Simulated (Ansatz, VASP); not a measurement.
# One calculation of Te, two programs

Contents of INCAR:

```
SYSTEM = Te
PREC     = Accurate       ! precision mode
ENCUT    = 520            ! plane-wave cutoff, eV
EDIFF    = 1E-6           ! SCF threshold, eV
ISMEAR   = -1             ! smearing method
SIGMA    = 0.05           ! smearing width, eV
LREAL    = .FALSE.        ! projectors in reciprocal space
LASPH    = .TRUE.         ! aspherical terms in the spheres
NELM     = 100            ! most SCF steps
ALGO     = Normal         ! electronic algorithm
ISIF     = 2              ! what is computed and relaxed
LWAVE    = .FALSE.        ! write WAVECAR
LCHARG   = .TRUE.         ! write CHGCAR
GGA      = PS             ! functional
LELF     = .TRUE.         ! ELF
LVHAR    = .TRUE.       
NBANDS   = 16             ! bands
```

File KPOINTS:

```
Automatic mesh
0
G
  8 8 5
  0 0 0
```

Contents of POSCAR:

```
Te
1.0
    4.4484786142      0.0000000000      0.0000000000
   -2.2242393071      3.8524954881      0.0000000000
    0.0000000000      0.0000000000      6.0861487514
Te
3
Direct
    0.2833121363      0.0000000000      0.3333333333
    0.0000000000      0.2833121363      0.6666666667
    0.7166878637      0.7166878637      1.0000000000
```

Input for Ansatz:

```yaml
crystal:
  lattice:
    - [4.4484785718, 0.0, 0.0]
    - [-2.2242392859, 3.8524954514, 0.0]
    - [0.0, 0.0, 6.0861487381]
  atoms:
    - { symbol: Te, position: [0.2833121449, 0.0, 0.3333333333] }
    - { symbol: Te, position: [0.0, 0.2833121449, 0.6666666667] }
    - { symbol: Te, position: [0.7166878551, 0.7166878551, 1.0] }
hamiltonian:
  xc: pbesol
  pseudopotentials:
    kind: paw
    azcp:
      Te: "pseudopotentials/Te.paw.azcp"
basis:
  ecutwfc: 420
  fft_grid_basis: typed
kpoints:
  mp_grid: { grid: [8, 8, 5], shift: [0, 0, 0] }
magnetization:
  spin_polarized: false
scf:
  occupations: { method: fermi_dirac, width: 0.05 }
output:
  stress: true
```

Alike in both runs: task single point; functional PBEsol; k mesh 8 × 8 × 5; occupations fermi-dirac, width 0.05 eV; no spin polarisation.

|  | VASP | Ansatz |
| --- | --- | --- |
| version | VASP 6.6.1 | Ansatz 0.2.0 |
| potentials or method | VASP PAW PBE potentials, release 64 (Te), cutoff 520 eV | plane waves (420 eV) with PAW, scalar-relativistic |
| valence electrons in the cell | 18 | 48 |

Ansatz gave:

| Item | Value |
| --- | --- |
| pressure (GPa) | -3.6 |
| traceless stress, the component that is largest in VASP (GPa) | -0.79 |

Estimate VASP's values.

pressure (GPa): -3.5; traceless stress, the component that is largest in VASP (GPa): -0.77.

VASP's potentials were made for PBE, not for PBEsol, and Ansatz warns of the same on its side. VASP's potentials hold 18 valence electrons a cell and Ansatz's 48, so a difference there can come from the potentials and not from the codes.

Spin-orbit coupling is off throughout.
